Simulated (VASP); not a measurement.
Wanted: the native input for a VASP 6.6.1 run.

```
Task                   : single point
Functional             : LDA
Potentials or basis    : VASP PAW LDA potentials, release 64 (Cd, Te)
Cutoff                 : 520 eV
k mesh                 : 8 × 8 × 8
Occupations            : gaussian, width 0.05 eV
Spin                   : no spin polarisation
Dipole correction      : no
Further INCAR settings : ALGO = Normal; EDIFF = 1e-07; NBANDS = 16
```

The structure of CdTe lies in POSCAR:

```
CdTe
1.0
    0.0000000000      3.1168030229      3.3775498731
    3.3775498731      0.0000000000      3.3775498731
    3.3775498731      3.1168030229      0.0000000000
Cd Te
1 1
Direct
    0.0000000000      0.0000000000      0.0000000000
    0.7500000000      0.7500000000      0.7500000000
```

These files were run (other wordings do the same):

INCAR

```
  PREC = Accurate
  ENCUT = 520
  EDIFF = 1E-7
  ISMEAR = 0
  SIGMA = 0.05
  LREAL = F
  LASPH = T
  NELM = 100
  ALGO = Normal
  ISIF = 2
  LWAVE = F
  LCHARG = T
  GGA = CA
  LELF = T
  LVHAR = T
  NBANDS = 16
```

KPOINTS

```
Automatic mesh
0
Gamma
  8 8 8
```

Potentials or basis: VASP PAW LDA potentials, release 64 (Cd, Te).

Run with:

```sh
$ cat potpaw_LDA.64/Cd/POTCAR potpaw_LDA.64/Te/POTCAR > POTCAR
$ mpirun -np 1 vasp_std > vasp.out
```

Results of the run:

The pressure is -2.9 GPa. The band gap on the k mesh is 0.26 eV.

Caveat: spin-orbit coupling is left out, which moves the levels of the heavy elements.

Run time: 100 s on 1 thread of Intel Xeon 8259CL, on a shared host, peak memory 0.22 GiB.
